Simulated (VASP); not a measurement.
# InW8C8 in VASP: single point with PBEsol

Aim: the single point of InW8C8 with PBEsol.

All numbers are computed with VASP 6.6.1; they aren't measurements. Logs are shortened: lines on timing, memory, paths and dates and some standing lists are left out, and cuts for length are marked.

### 1 The cell of the first run

The cell holds a slab with vacuum, 17 atoms: a = 5.730 Å, b = 5.730 Å, c = 16.215 Å, α = 90.00°, β = 90.00°, γ = 120.00°.

### 2 Single point, PBEsol

INCAR

```
SYSTEM = InW8C8
ALGO     = Normal         ! electronic algorithm
EDIFF    = 1E-6           ! SCF threshold, eV
ENCUT    = 520            ! plane-wave cutoff, eV
GGA      = PS             ! functional
ISIF     = 2              ! what is computed and relaxed
ISMEAR   = -1             ! smearing method
LASPH    = .True.         ! aspherical terms in the spheres
LCHARG   = .True.         ! write CHGCAR
LELF     = .True.         ! ELF
LREAL    = Auto         
LVHAR    = .True.       
LWAVE    = .False.        ! write WAVECAR
NBANDS   = 92             ! bands
NELM     = 100            ! most SCF steps
PREC     = Accurate       ! precision mode
SIGMA    = 0.1            ! smearing width, eV
```

KPOINTS

```
k-points
0
Gamma
  5 5 1
  0 0 0
```

POSCAR

```
InW8C8
1.0
    5.7297800000      0.0000000000      0.0000000000
   -2.8648900000      4.9621350000      0.0000000000
    0.0000000000      0.0000000000     16.2145050000
W C In
8 8 1
Direct
    0.0000000000      0.0000000000      0.0616731747
   -0.0022263339      0.0002633947      0.2381547263
   -0.0000000504      0.4999998992      0.0616731747
   -0.0011028406      0.5000474594      0.2380134330
    0.5000000000      0.0000000000      0.0616731747
    0.4985623433      0.0004560537      0.2351992244
    0.4999999496      0.4999998992      0.0616731747
    0.4986681100      0.5011276396      0.2381501008
    0.3325569328      0.1670982349      0.1430160218
    0.3326144393      0.1660456638      0.3069009507
    0.3329610516      0.6660606775      0.1429703219
    0.3276424681      0.6699587980      0.3104091059
    0.8335368867      0.1666433904      0.1429724805
    0.8286251976      0.1709008320      0.3104329118
    0.8327580877      0.6668698050      0.1430136782
    0.8328267547      0.6658105835      0.3083364555
    0.5827091532      0.9147880902      0.4205495635
```

Potentials or basis: VASP PAW PBE potentials, release 64 (W_sv, C, In_d).

Launch:

```bash
cat potpaw_PBE.64/W_sv/POTCAR potpaw_PBE.64/C/POTCAR potpaw_PBE.64/In_d/POTCAR > POTCAR
mpirun -np 1 vasp_std > vasp.out
```

OUTCAR:

```text
SYSTEM = InW8C8
   EDIFF = 1E-6
   ENCUT = 520
   GGA = PS
   ISIF = 2
   ISMEAR = -1
   LASPH = .True.
   LREAL = Auto
   NELM = 100
   PREC = Accurate

 ion  position               nearest neighbor table
   1  0.000  0.000  0.062-   9 2.11  13 2.11  15 2.11   2 2.86   3 2.86   7 2.86   5 2.86   5 2.86
                             7 2.86   3 2.86
   2  0.998  0.000  0.238-  10 2.00  16 2.01  14 2.05  13 2.25  15 2.26   9 2.27   8 2.86   4 2.86
                             6 2.86   1 2.86   6 2.87   4 2.87   8 2.87  17 3.67
   3  1.000  0.500  0.062-  11 2.11  13 2.12  15 2.12   4 2.86   1 2.86   5 2.86   7 2.86   7 2.86
                             5 2.86   1 2.86
   4  0.999  0.500  0.238-  16 2.00  12 2.01  14 2.01  15 2.26  13 2.26  11 2.26   3 2.86   2 2.86
                             8 2.86   6 2.87   6 2.87   8 2.87   2 2.87
   5  0.500  0.000  0.062-  13 2.12  11 2.12   9 2.12   6 2.81   7 2.86   3 2.86   1 2.86   1 2.86
                             3 2.86   7 2.86
   6  0.499  0.000  0.235-  10 2.01  14 2.04  12 2.04   9 2.23  11 2.23  13 2.24   5 2.81   2 2.86
                             8 2.86   4 2.87   4 2.87   8 2.87   2 2.87  17 3.12
   7  0.500  0.500  0.062-  15 2.11   9 2.11  11 2.11   8 2.86   5 2.86   1 2.86   3 2.86   3 2.86
                             1 2.86   5 2.86
   8  0.499  0.501  0.238-  10 2.00  16 2.01  12 2.05  11 2.25   9 2.26  15 2.26   2 2.86   4 2.86
                             7 2.86   6 2.86   6 2.87   4 2.87   2 2.87  17 3.67
   9  0.333  0.167  0.143-   1 2.11   7 2.11   5 2.12   6 2.23   8 2.26   2 2.27
  10  0.333  0.166  0.307-   2 2.00   8 2.00   6 2.01
  11  0.333  0.666  0.143-   3 2.11   7 2.11   5 2.12   6 2.23   8 2.25   4 2.26
  12  0.328  0.670  0.310-   4 2.01   6 2.04   8 2.05  17 2.29
  13  0.834  0.167  0.143-   1 2.11   3 2.12   5 2.12   6 2.24   2 2.25   4 2.26
  14  0.829  0.171  0.310-   4 2.01   6 2.04   2 2.05  17 2.29
  15  0.833  0.667  0.143-   7 2.11   1 2.11   3 2.12   4 2.26   2 2.26   8 2.26
  16  0.833  0.666  0.308-   4 2.00   8 2.01   2 2.01
  17  0.583  0.915  0.421-  12 2.29  14 2.29   6 3.12   8 3.67   2 3.67

  LATTYP: Found a hexagonal cell.
 ALAT       =     5.7297800000
 C/A-ratio  =     2.8298651955

  Lattice vectors:

 A1 = (   5.7297800000,   0.0000000000,   0.0000000000)
 A2 = (  -2.8648900000,   4.9621350000,   0.0000000000)
 A3 = (   0.0000000000,   0.0000000000,  16.2145050000)

Analysis of symmetry for initial positions (statically):
=====================================================================
 Subroutine PRICEL returns:
 Original cell was already a primitive cell.

 Routine SETGRP: Setting up the symmetry group for a
 hexagonal supercell.

 Subroutine GETGRP returns: Found  1 space group operations
 (whereof  1 operations were pure point group operations)
 out of a pool of 24 trial point group operations.

[... 142 lines left out ...]
   PSTRESS=    0.0 pullay stress
   NELECT =     157.0000    total number of electrons
   NUPDOWN=      -1.0000    fix difference up-down
   EMIN   =  10.00;   EMAX   =-10.00  energy-range for DOS
   EFERMI =   0.00;   METHOD = LEGACY
   ISMEAR =    -1;   SIGMA  =   0.10  broadening in eV -4-tet -1-fermi 0-gaus
   EFERMI_NEDOS =   21; number of points for ismear=-14 and -15
   IALGO  =     38    algorithm
   IMIX   =      4    mixing-type and parameters
     AMIX     =   0.40;   BMIX     =  1.00
     AMIX_MAG =   1.60;   BMIX_MAG =  1.00
  volume/ion in A,a.u.               =      27.12       183.00
  Fermi-wavevector in a.u.,A,eV,Ry     =   1.143241  2.160413 17.782829  1.307001
  Thomas-Fermi vector in A             =   2.279937
   LORBIT       =      0    0 simple, 1 ext, 2 COOP (PROOUT), +10 PAW based schemes
   GGA     = PS    functional components
   LHFCALC =     F    Hartree Fock is set to
   AEXX    =    0.0000 exact exchange contribution
   IVDW    =     0    specifies the selected vdW correction
   LEPSILON=     F    determine dielectric tensor
   LRPA    =     F    only Hartree local field effects (RPA)
 non-spin polarized calculation
  energy-cutoff  :      520.00
  volume of cell :      461.01
 maximum number of plane-waves:     12457
 NGX is ok and might be reduce to    48
   NGX = 21   NGY = 21   NGZ = 61

 number of electron     156.9999982 magnetization

 Free energy of the ion-electron system (eV)
  ---------------------------------------------------
  ext. energy  EPLUGINS =         0.00000000
  ---------------------------------------------------
  free energy    TOTEN  =      -176.42708775 eV

  energy without entropy =     -176.19574281  energy(sigma->0) =     -176.31141528

 E-fermi :   1.5273     XC(G=0):  -6.8513

 val. band max:        1.4748722027   @ k =   0.0000   0.2000   0.0000
 cond. band min:       1.5489865651   @ k =   0.2000   0.0000   0.0000
 fundamental gap:      0.0741143623
 Fermi energy:         1.5272638056

 k-point     1 :       0.0000    0.0000    0.0000
  band No.  band energies     occupation
      1     -72.3354      2.00000
      2     -72.3172      2.00000
      3     -72.2777      2.00000
      4     -72.2645      2.00000
      5     -72.2535      2.00000
      6     -72.2520      2.00000
[... 1198 lines left out ...]
     89       3.7597      0.00000
     90       3.7834      0.00000
 [bands above 90 left out]

------------------------ aborting loop because EDIFF is reached ----------------------------------------

  FORCE on cell =-STRESS in cart. coord.  units (eV):
  Direction    XX          YY          ZZ          XY          YZ          ZX
  --------------------------------------------------------------------------------------
  -------------------------------------------------------------------------------------
  Total       11.0802432     11.1889801      1.0609805      0.1919110     -0.4238528      1.0856712
  in kB       38.5078841     38.8857846      3.6872939      0.6669608     -1.4730430      3.7731033
  external PRESSURE =      27.0269875 kB  Pullay stress =       0.0000000 kB

 VOLUME and BASIS-vectors are now :
 -----------------------------------------------------------------------------
  energy-cutoff  :      520.00
  volume of cell :      461.01
      direct lattice vectors                 reciprocal lattice vectors
     5.729780000  0.000000000  0.000000000     0.174526771  0.100763079  0.000000000
    -2.864890000  4.962135000  0.000000000     0.000000000  0.201526158  0.000000000
     0.000000000  0.000000000 16.214505000     0.000000000  0.000000000  0.061673175

 POSITION                                       TOTAL-FORCE (eV/Angst)
 -----------------------------------------------------------------------------------
      0.00000      0.00000      1.00000        -0.063003     -0.001081     -0.026132
      5.71627      0.00131      3.86156        -0.010352      0.009454     -0.033701
      4.29734      2.48107      1.00000        -0.039093      0.009042      0.070067
      4.29088      2.48130      3.85927         0.000210     -0.000433     -0.036494
      2.86489      0.00000      1.00000        -0.020084     -0.001851     -0.292498
      2.85535      0.00226      3.81364         0.004493     -0.003681     -0.018806
[... 9 lines left out ...]
      2.86444      3.30384      4.99952         0.004680      0.000340      0.091804
      0.71803      4.53930      6.81900         0.209294     -0.108601      0.033813
 -----------------------------------------------------------------------------------
    total drift:                               -0.026579      0.003737     -0.008764

  FREE ENERGIE OF THE ION-ELECTRON SYSTEM (eV)
  ---------------------------------------------------
  free  energy   TOTEN  =      -176.4270877459 eV

  energy  without entropy=     -176.1957428106  energy(sigma->0) =     -176.31141528
```

Wall time 51 min (1 thread of Intel Xeon 8259CL, shared host); peak memory 0.82 GiB.

What came out:

```
Free energy            : -176.4271 eV
Largest force          : 0.293 eV/Å
Band gap on the k mesh : zero (an odd number of electrons rules out a gap without spin polarisation)
```

Forces on the atoms (eV/Å):
```
W   -0.063 -0.001 -0.026
W   -0.010  0.009 -0.034
W   -0.039  0.009  0.070
W    0.000  0.000 -0.036
W   -0.020 -0.002 -0.292
W    0.004 -0.004 -0.019
W   -0.042  0.035 -0.027
W   -0.011  0.018 -0.037
C   -0.007  0.004  0.001
C   -0.008  0.010  0.081
C    0.001 -0.002  0.002
C   -0.013  0.004  0.094
C    0.003  0.001  0.003
C   -0.007  0.023  0.093
C   -0.003  0.003  0.002
C    0.005  0.000  0.092
In   0.209 -0.109  0.034
```

Levels at points of the mesh, in eV from the Fermi level:
```tsv
k point	band 75	band 76	band 77	band 78	band 79	band 80	band 81	band 82	band 83	band 84
(0.00, 0.00, 0.00)	0.23	0.24	0.27	0.45	0.47	0.61	0.88	1.03	1.17	2.25
```

Caveat: there is no dipole correction, which matters where the two faces differ; the PAW data sets were made with another functional, which shifts forces and pressure a little; spin-orbit coupling is left out, which moves the levels of the heavy elements.

The gap in the log of VASP goes by the Fermi energy; the results here count the filled bands.